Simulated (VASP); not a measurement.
# Al (Im-3m) in VASP: a series of runs, part 2 of 2

VASP 6.6.1. The steps go on from the part before.

## 4. Relaxation of cell and atoms, PBE-based screened hybrid with 25 % exact exchange

This run uses another cell than the first one, of 16.12 Å³/atom.

The input, POSCAR:

```
Al
1.0
   -1.5912186900      1.5912186900      1.5912186900
    1.5912186900     -1.5912186900      1.5912186900
    1.5912186900      1.5912186900     -1.5912186900
Al
1
Direct
    0.0000000000      0.0000000000      0.0000000000
```

The input, INCAR.step1:

```
SYSTEM = Al
ALGO = Normal ; EDIFF = 1E-5
ENCUT = 600 ; GGA = PE
ISMEAR = -1 ; LASPH = .True.
LCHARG = .False. ; LREAL = .False.
LWAVE = .True. ; NBANDS = 8
NELM = 80 ; PREC = Accurate
SIGMA = 0.025
```

The input, INCAR.step2:

```
SYSTEM = Al
AEXX = 0.25 ; ALGO = Normal
EDIFF = 1E-6 ; EDIFFG = -0.01
ENCUT = 600 ; GGA = PE
HFSCREEN = 0.3 ; IBRION = 2
ISIF = 3 ; ISMEAR = -1
ISTART = 1 ; LASPH = .True.
LCHARG = .False. ; LHFCALC = .True.
LREAL = .False. ; LWAVE = .False.
NELM = 80 ; NSW = 60
PREC = Accurate ; PRECFOCK = Normal
SIGMA = 0.025
```

The input, KPOINTS:

```
k-points
0
Gamma
  8 8 8
  0 0 0
```

Potentials or basis: VASP PAW PBE potentials, release 64 (Al).

The run is started by

```bash
cat potpaw_PBE.64/Al/POTCAR > POTCAR
cp INCAR.step1 INCAR
mpirun -np 1 vasp_std > vasp.out
cp INCAR.step2 INCAR
mpirun -np 1 vasp_std > vasp.out
```

OUTCAR:

```text
SYSTEM = Al
   AEXX = 0.25
   EDIFF = 1E-6
   EDIFFG = -0.01
   ENCUT = 600
   GGA = PE
   HFSCREEN = 0.3
   IBRION = 2
   ISIF = 3
   ISMEAR = -1
   ISTART = 1
   LASPH = .True.
   LHFCALC = .True.
   LREAL = .False.
   NELM = 80
   NSW = 60
   PREC = Accurate
   PRECFOCK = Normal

 ion  position               nearest neighbor table
   1  0.000  0.000  0.000-

  LATTYP: Found a body centered cubic cell.
 ALAT       =     3.1824373800

  Lattice vectors:

 A1 = (  -1.5912186900,   1.5912186900,   1.5912186900)
 A2 = (   1.5912186900,  -1.5912186900,   1.5912186900)
 A3 = (   1.5912186900,   1.5912186900,  -1.5912186900)

Analysis of symmetry for initial positions (statically):
=====================================================================
 Subroutine PRICEL returns:
 Original cell was already a primitive cell.

 Routine SETGRP: Setting up the symmetry group for a
 body centered cubic supercell.

 Subroutine GETGRP returns: Found 48 space group operations
 (whereof 48 operations were pure point group operations)
 out of a pool of 48 trial point group operations.

The static configuration has the point symmetry O_h .

Analysis of symmetry for dynamics (positions and initial velocities):
=====================================================================
 Subroutine PRICEL returns:
 Original cell was already a primitive cell.

 Routine SETGRP: Setting up the symmetry group for a
 body centered cubic supercell.

 Subroutine GETGRP returns: Found 48 space group operations
 (whereof 48 operations were pure point group operations)
 out of a pool of 48 trial point group operations.

The dynamic configuration has the point symmetry O_h .

 Subroutine INISYM returns: Found 48 space group operations
 (whereof 48 operations are pure point group operations),
[... 129 lines left out ...]
   ENCUTFOCK=  -1.0 apply spherical cutoff to Coloumb kernel
   IVDW    =     0    specifies the selected vdW correction
   LEPSILON=     F    determine dielectric tensor
   LRPA    =     F    only Hartree local field effects (RPA)
 conjugate gradient relaxation of ions
 non-spin polarized calculation
  energy-cutoff  :      600.00
  volume of cell :       16.12
 maximum number of plane-waves:       555
 NGX is ok and might be reduce to    24
  NGX = 18; NGY = 18; NGZ = 18

--------------------------------------- Ionic step        1  -------------------------------------------

 number of electron       3.0000000 magnetization

 Free energy of the ion-electron system (eV)
  ---------------------------------------------------
  ext. energy  EPLUGINS =         0.00000000
  ---------------------------------------------------
  free energy    TOTEN  =        -3.85768092 eV

  energy without entropy =       -3.85456795  energy(sigma->0) =       -3.85612444

------------------------ aborting loop because EDIFF is reached ----------------------------------------

  FORCE on cell =-STRESS in cart. coord.  units (eV):
  Direction    XX          YY          ZZ          XY          YZ          ZX
  --------------------------------------------------------------------------------------
  -------------------------------------------------------------------------------------
  Total        0.3839226      0.3839226      0.3839226      0.0000000      0.0000000      0.0000000
  in kB       38.1684586     38.1684586     38.1684586      0.0000000      0.0000000      0.0000000
  external PRESSURE =      38.1684586 kB  Pullay stress =       0.0000000 kB
[... 57 lines left out ...]
--------------------------------------- Ionic step        3  -------------------------------------------

 number of electron       3.0000000 magnetization

 Free energy of the ion-electron system (eV)
  ---------------------------------------------------
  ext. energy  EPLUGINS =         0.00000000
  ---------------------------------------------------
  free energy    TOTEN  =        -3.86747418 eV

  energy without entropy =       -3.86606799  energy(sigma->0) =       -3.86677108

 E-fermi :   7.8749     XC(G=0):  -8.4958

 val. band max:        7.7924304661   @ k =   0.2500   0.2500   0.1250
 cond. band min:       7.9164133210   @ k =  -0.3750   0.3750   0.1250
 fundamental gap:      0.1239828549
 Fermi energy:         7.8749147029

 k-point     1 :       0.0000    0.0000    0.0000
  band No.  band energies     occupation
      1      -4.5559      2.00000
      2      21.7843      0.00000
      3      21.7843      0.00000
      4      21.7843      0.00000
      5      23.0058      0.00000
[... 177 lines left out ...]
 k-point    24 :      -0.3750    0.3750    0.2500
  band No.  band energies     occupation
      1       1.8003      2.00000
      2       9.2118      0.00000
      3      11.8767      0.00000
      4      14.0510      0.00000
      5      16.7297      0.00000

 [... further k-points ...]

------------------------ aborting loop because EDIFF is reached ----------------------------------------

  FORCE on cell =-STRESS in cart. coord.  units (eV):
  Direction    XX          YY          ZZ          XY          YZ          ZX
  --------------------------------------------------------------------------------------
  -------------------------------------------------------------------------------------
  Total       -0.0021919     -0.0021919     -0.0021919     -0.0000000     -0.0000000     -0.0000000
  in kB       -0.2070722     -0.2070722     -0.2070722     -0.0000000     -0.0000000     -0.0000000
  external PRESSURE =      -0.2070722 kB  Pullay stress =       0.0000000 kB
[... 16 lines left out ...]
  FREE ENERGIE OF THE ION-ELECTRON SYSTEM (eV)
  ---------------------------------------------------
  free  energy   TOTEN  =        -3.8674741820 eV

  energy  without entropy=       -3.8660679874  energy(sigma->0) =       -3.86677108

 reached required accuracy - stopping structural energy minimisation
```

OUTCAR.step1:

```text
SYSTEM = Al
   EDIFF = 1E-5
   ENCUT = 600
   GGA = PE
   ISMEAR = -1
   LASPH = .True.
   LREAL = .False.
[... 480 lines left out ...]
 -----------------------------------------------------------------------------------
      0.00000      0.00000      0.00000         0.000000      0.000000      0.000000
 -----------------------------------------------------------------------------------
    total drift:                                0.000000     -0.000000      0.000000

  FREE ENERGIE OF THE ION-ELECTRON SYSTEM (eV)
  ---------------------------------------------------
  free  energy   TOTEN  =        -3.6010402684 eV

  energy  without entropy=       -3.5979628990  energy(sigma->0) =       -3.59950158
```

It took 7.4 min on 1 thread of Intel Xeon 6975P-C (Granite Rapids), shared host; peak memory 0.24 GiB.

Results:

```
Free energy                           : -3.8675 eV
Relaxed volume                        : 16.96 Å³/atom
Relaxed cell                          : a = 2.803 Å, b = 2.803 Å, c = 2.803 Å, α = 109.47°, β = 109.47°, γ = 109.47°
Space group after relaxing (to 0.1 Å) : Im-3m (No. 229)
Energy gained by relaxing             : 9.8 meV/atom
Ionic steps                           : 3
Pressure after relaxing               : 0.0 GPa
Band gap on the k mesh                : zero (an odd number of electrons rules out a gap without spin polarisation)
```

Step by step:
```
step  energy change (eV)  largest force (eV/Å)  pressure (GPa)  volume (Å³)
   1              0.0000                0.0000            3.82        16.12
   2             -0.0097                0.0000           -0.28        17.03
   3             -0.0098                0.0000           -0.02        16.96
```

Final structure:
```yaml
crystal:
  lattice:
    - [-1.61852, 1.61852, 1.61852]
    - [1.61852, -1.61852, 1.61852]
    - [1.61852, 1.61852, -1.61852]
  atoms:
    - { symbol: Al, position: [0.00000, 0.00000, 0.00000] }
```

Levels at points of the mesh, in eV from the Fermi level:
| k point | band 1 | band 2 | band 3 | band 4 |
| --- | --- | --- | --- | --- |
| (0.00, 0.00, 0.00) | -12.43 | 13.91 | 13.91 | 13.91 |
| (0.50, 0.00, 0.00) | -4.86 | -4.39 | 8.48 | 8.74 |
| (0.50, 0.50, 0.50) | 3.14 | 3.14 | 3.14 | 4.32 |

Caveat: the PAW data sets were made with another functional, which shifts forces and pressure a little.

## 5. The runs side by side

```tsv
task	level	cell	k mesh	cutoff (eV)	smearing	grid for exact exchange (PRECFOCK)	share of exact exchange	screening parameter	gap on the mesh (eV)	pressure (GPa)
single point	r2SCAN	a = 2.774 Å, angles 109.5°, 1 atom	12 × 12 × 12	550	fermi-dirac 0.05 eV	-	-	-	none	-1.5
single point	PBE-based screened hybrid with 25 % exact exchange	a = 2.812 Å, angles 109.5°, 1 atom	8 × 8 × 8	520	fermi-dirac 0.025 eV	Normal	0.25	0.3 1/Å	none	-0.7
relaxation of cell and atoms	PBE-based screened hybrid with 25 % exact exchange	relaxed from a = 2.756 Å, angles 109.5°, 1 atom	8 × 8 × 8	600	fermi-dirac 0.025 eV	Normal	0.25	0.3 1/Å	none	0.0
```

Alike in all rows: potentials or basis VASP PAW PBE potentials, release 64 (Al); no spin polarisation.

Caveats: the PAW data sets were made with another functional, which shifts forces and pressure a little.

Total energies depend on the potentials used, so only differences within one code and one set of settings carry meaning.

The gap in the log of VASP goes by the Fermi energy; the results here count the filled bands.